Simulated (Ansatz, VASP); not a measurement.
**NbTe in VASP and in Ansatz**

```
Te Nb
1.0
     3.70297    0.00000    0.00000
    -1.85149    3.20687    0.00000
     0.00000    0.00000    3.69421
Te Nb
1 1
Direct
  0.66667 0.33333 0.00000
  0.00000 0.00000 0.50000
```

Alike in both runs: task relaxation of cell and atoms; functional PBEsol; dispersion D3(BJ); k mesh 8 × 8 × 7; occupations fermi-dirac, width 0.05 eV; no spin polarisation.

```csv
,VASP,Ansatz
version,VASP 6.6.1,Ansatz 0.2.0
potentials or method,"VASP PAW PBE potentials, release 64 (Te, Nb_sv)",Ansatz PAW
plane-wave cutoff (eV),600,420
valence electrons in the cell,19,29
```

```tsv
	VASP	Ansatz	Ansatz less VASP
gap on the k mesh at the Fermi level, each at its own relaxed structure (eV)	none	none	-
relaxed volume (Å³/atom)	20.14	20.15	+0.015
relaxed cell length with the largest relative difference (Å)	3.654	3.655	+0.0010
```

VASP's potentials were made for PBE, not for PBEsol. A gap of «none» marks a metal or a gap that the smearing closes. VASP's potentials hold 19 valence electrons a cell and Ansatz's 29, so a difference there can come from the potentials and not from the codes.

Spin-orbit coupling is off throughout. Noted on Ansatz's run: the plane-wave basis is chosen anew once the cell has moved, so the energies of steps on either side of that aren't comparable.
